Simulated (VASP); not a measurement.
# Ti (Im-3m) in VASP: a series of runs, part 2 of 3

VASP 6.6.1.

### Step 3. Single point, PBE (volume scaled by 0.96)

Input file INCAR:

```
  PREC = Accurate
  ENCUT = 520
  EDIFF = 1E-7
  ISMEAR = -1
  SIGMA = 0.05
  LREAL = F
  LASPH = T
  NELM = 60
  ALGO = Normal
  ISIF = 2
  LWAVE = F
  LCHARG = F
  GGA = PE
  NBANDS = 12
```

Input file KPOINTS:

```
Automatic mesh
0
Gamma
  14 14 14
```

Input file POSCAR:

```
Ti
1.0
   -1.6188216056      1.6188216056      1.6188216056
    1.6188216056     -1.6188216056      1.6188216056
    1.6188216056      1.6188216056     -1.6188216056
Ti
1
Direct
    0.0000000000      0.0000000000      0.0000000000
```

Potentials or basis: VASP PAW PBE potentials, release 64 (Ti_sv).

Run with:

```bash
$ cat potpaw_PBE.64/Ti_sv/POTCAR > POTCAR
$ mpirun -np 1 vasp_std > vasp.out
```

OUTCAR:

```text
PREC = Accurate
   ENCUT = 520
   EDIFF = 1E-7
   ISMEAR = -1
   LREAL = F
   LASPH = T
   NELM = 60
   ISIF = 2
   GGA = PE

 ion  position               nearest neighbor table
   1  0.000  0.000  0.000-

  LATTYP: Found a body centered cubic cell.
 ALAT       =     3.2376432112

  Lattice vectors:

 A1 = (  -1.6188216056,   1.6188216056,   1.6188216056)
 A2 = (   1.6188216056,  -1.6188216056,   1.6188216056)
 A3 = (   1.6188216056,   1.6188216056,  -1.6188216056)

Analysis of symmetry for initial positions (statically):
=====================================================================
 Subroutine PRICEL returns:
 Original cell was already a primitive cell.

 Routine SETGRP: Setting up the symmetry group for a
 body centered cubic supercell.

 Subroutine GETGRP returns: Found 48 space group operations
 (whereof 48 operations were pure point group operations)
 out of a pool of 48 trial point group operations.

The static configuration has the point symmetry O_h .

Analysis of symmetry for dynamics (positions and initial velocities):
=====================================================================
 Subroutine PRICEL returns:
 Original cell was already a primitive cell.

 Routine SETGRP: Setting up the symmetry group for a
 body centered cubic supercell.

 Subroutine GETGRP returns: Found 48 space group operations
 (whereof 48 operations were pure point group operations)
 out of a pool of 48 trial point group operations.

The dynamic configuration has the point symmetry O_h .

 Subroutine INISYM returns: Found 48 space group operations
 (whereof 48 operations are pure point group operations),
 and found     1 'primitive' translations

----------------------------------------------------------------------------------------

                                     Primitive cell

  volume of cell :      16.9690

  direct lattice vectors                    reciprocal lattice vectors
    -1.618821606  1.618821606  1.618821606     0.000000000  0.308866646  0.308866646
[... 102 lines left out ...]
   IMIX   =      4    mixing-type and parameters
     AMIX     =   0.40;   BMIX     =  1.00
     AMIX_MAG =   1.60;   BMIX_MAG =  1.00
  volume/ion in A,a.u.               =      16.97       114.51
  Fermi-wavevector in a.u.,A,eV,Ry     =   1.458533  2.756228 28.943925  2.127318
  Thomas-Fermi vector in A             =   2.575206
   LORBIT       =      0    0 simple, 1 ext, 2 COOP (PROOUT), +10 PAW based schemes
   GGA     = PE    functional components
[... 5 lines left out ...]
 non-spin polarized calculation
  energy-cutoff  :      520.00
  volume of cell :       16.97
 maximum number of plane-waves:       472
 NGX is ok and might be reduce to    24
   NGX = 11   NGY = 11   NGZ = 11

 number of electron      11.9999996 magnetization

 Free energy of the ion-electron system (eV)
  ---------------------------------------------------
  ext. energy  EPLUGINS =         0.00000000
  ---------------------------------------------------
  free energy    TOTEN  =        -7.73211137 eV

  energy without entropy =       -7.71238008  energy(sigma->0) =       -7.72224572

 E-fermi :   8.3201     XC(G=0): -11.6036

 val. band max:        8.3165239414   @ k =   0.2857   0.2143  -0.0000
 cond. band min:       8.3235207679   @ k =   0.1429   0.1429   0.0714
 fundamental gap:      0.0069968265
 Fermi energy:         8.3201361129

 k-point     1 :       0.0000    0.0000    0.0000
  band No.  band energies     occupation
      1     -48.1573      2.00000
      2     -23.9858      2.00000
      3     -23.9858      2.00000
      4     -23.9858      2.00000
      5       2.3265      2.00000
      6       9.3385      0.00000
      7       9.3385      0.00000
      8       9.3385      0.00000
      9      11.1461      0.00000
     10      11.1461      0.00000
     11      25.9081      0.00000
     12      25.9081      0.00000
[... 331 lines left out ...]
 k-point    24 :       0.3571    0.2857    0.0000
  band No.  band energies     occupation
      1     -47.9960      2.00000
      2     -24.5360      2.00000
      3     -24.4235      2.00000
      4     -24.0737      2.00000
      5       7.2007      2.00000
      6       7.7761      1.99996
      7       7.9770      1.99791
      8      11.2582      0.00000
      9      11.4996      0.00000
     10      15.6510      0.00000
     11      17.0139      0.00000
     12      18.0868      0.00000

 [... further k-points ...]
[... 5 lines left out ...]
  --------------------------------------------------------------------------------------
  -------------------------------------------------------------------------------------
  Total        0.1695067      0.1695067      0.1695067      0.0000000      0.0000000      0.0000000
  in kB       16.0044387     16.0044387     16.0044387      0.0000000      0.0000000      0.0000000
  external PRESSURE =      16.0044387 kB  Pullay stress =       0.0000000 kB

 VOLUME and BASIS-vectors are now :
 -----------------------------------------------------------------------------
  energy-cutoff  :      520.00
  volume of cell :       16.97
      direct lattice vectors                 reciprocal lattice vectors
    -1.618821606  1.618821606  1.618821606     0.000000000  0.308866646  0.308866646
     1.618821606 -1.618821606  1.618821606     0.308866646  0.000000000  0.308866646
     1.618821606  1.618821606 -1.618821606     0.308866646  0.308866646  0.000000000

 POSITION                                       TOTAL-FORCE (eV/Angst)
 -----------------------------------------------------------------------------------
      0.00000      0.00000      0.00000        -0.000000     -0.000000      0.000000
 -----------------------------------------------------------------------------------
    total drift:                                0.000000      0.000000      0.000000

  FREE ENERGIE OF THE ION-ELECTRON SYSTEM (eV)
  ---------------------------------------------------
  free  energy   TOTEN  =        -7.7321113688 eV

  energy  without entropy=       -7.7123800758  energy(sigma->0) =       -7.72224572
```

OSZICAR:

```text
N       E                     dE             d eps       ncg     rms          rms(c)
DAV:   1     0.843993782477E+02    0.84399E+02   -0.65003E+03  2508   0.122E+03
DAV:   2    -0.452740613713E+01   -0.88927E+02   -0.86554E+02  2548   0.292E+02
DAV:   3    -0.865140317196E+01   -0.41240E+01   -0.40768E+01  3516   0.642E+01
DAV:   4    -0.872481868164E+01   -0.73416E-01   -0.73352E-01  2756   0.789E+00
DAV:   5    -0.872652435131E+01   -0.17057E-02   -0.17056E-02  2936   0.108E+00    0.844E+00
DAV:   6    -0.772429728277E+01    0.10022E+01   -0.23232E+00  2700   0.219E+01    0.216E+00
DAV:   7    -0.772119166137E+01    0.31056E-02   -0.74571E-02  2984   0.297E+00    0.128E+00
DAV:   8    -0.773164558667E+01   -0.10454E-01   -0.36339E-02  2652   0.220E+00    0.103E-01
DAV:   9    -0.773208858326E+01   -0.44300E-03   -0.29274E-03  3036   0.511E-01    0.842E-02
DAV:  10    -0.773214108168E+01   -0.52498E-04   -0.23216E-04  2668   0.173E-01    0.166E-02
DAV:  11    -0.773211044592E+01    0.30636E-04   -0.21622E-05  2956   0.709E-02    0.670E-03
DAV:  12    -0.773211085113E+01   -0.40521E-06   -0.11456E-06  2888   0.135E-02    0.806E-04
DAV:  13    -0.773211140709E+01   -0.55596E-06   -0.28505E-07  2944   0.301E-03    0.168E-03
DAV:  14    -0.773211136879E+01    0.38302E-07   -0.26306E-08  1468   0.168E-03
   1 F= -.77321114E+01 E0= -.77222457E+01  d E =-.197313E-01
```

stdout:

```text
POSCAR found type information on POSCAR Ti
 POSCAR found :  1 types and       1 ions
 scaLAPACK will be used
 LDA part: xc-table for (Slater+PW92), standard interpolation
 POSCAR, INCAR and KPOINTS ok, starting setup
 FFT: planning ... GRIDC
 FFT: planning ... GRID_SOFT
 FFT: planning ... GRID
 WAVECAR not read
 entering main loop
```

Run time: 22 s. Hardware: 1 thread of Intel Xeon 8259CL, shared host; peak memory 0.15 GiB.

What came out:

```
Free energy            : -7.7321 eV
Pressure               : 1.6 GPa
Band gap on the k mesh : zero (band 6 reaches 9.34 eV, above the bottom of band 7 at 7.67 eV)
```

(Continued in part 3 of 3.)
